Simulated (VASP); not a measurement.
Wanted: the native input for a VASP 6.6.1 run.

* Task: single point
* Functional: PBE
* Potentials or basis: VASP PAW PBE potentials, release 64 (Pd)
* Cutoff: 500 eV
* k mesh: 8 × 8 × 8
* Occupations: gaussian, width 0.1 eV
* Spin: no spin polarisation
* Dipole correction: no
* Further INCAR settings: ALGO = Normal; EDIFF = 1e-06; NBANDS = 11

The structure of Pd lies in POSCAR:

```
Pd
1.0
    0.0000000000      1.9465000000      1.9465000000
    1.9465000000      0.0000000000      1.9465000000
    1.9465000000      1.9465000000      0.0000000000
Pd
1
Direct
    0.0000000000      0.0000000000      0.0000000000
```

The input as run:

INCAR

```
SYSTEM = Pd
ALGO = Normal ; EDIFF = 1E-6
ENCUT = 500 ; GGA = PE
GGA_COMPAT = .FALSE. ; ISIF = 2
ISMEAR = 0 ; LASPH = .TRUE.
LCHARG = .FALSE. ; LREAL = .FALSE.
LWAVE = .FALSE. ; NBANDS = 11
NELM = 120 ; PREC = Accurate
SIGMA = 0.1
```

KPOINTS

```
k-points
0
G
  8 8 8
  0 0 0
```

Potentials or basis: VASP PAW PBE potentials, release 64 (Pd).

The run is started by

```sh
$ cat potpaw_PBE.64/Pd/POTCAR > POTCAR
$ mpirun -np 1 vasp_std > vasp.out
```

It gave:

```json
{
  "Pressure": "7.7 GPa",
  "Band gap on the k mesh": "zero (band 5 reaches 10.12 eV, above the bottom of band 6 at 8.52 eV)"
}
```

It took 7 s on 1 thread of Intel Xeon 8259CL, with other jobs on the host, peak memory 0.12 GiB.
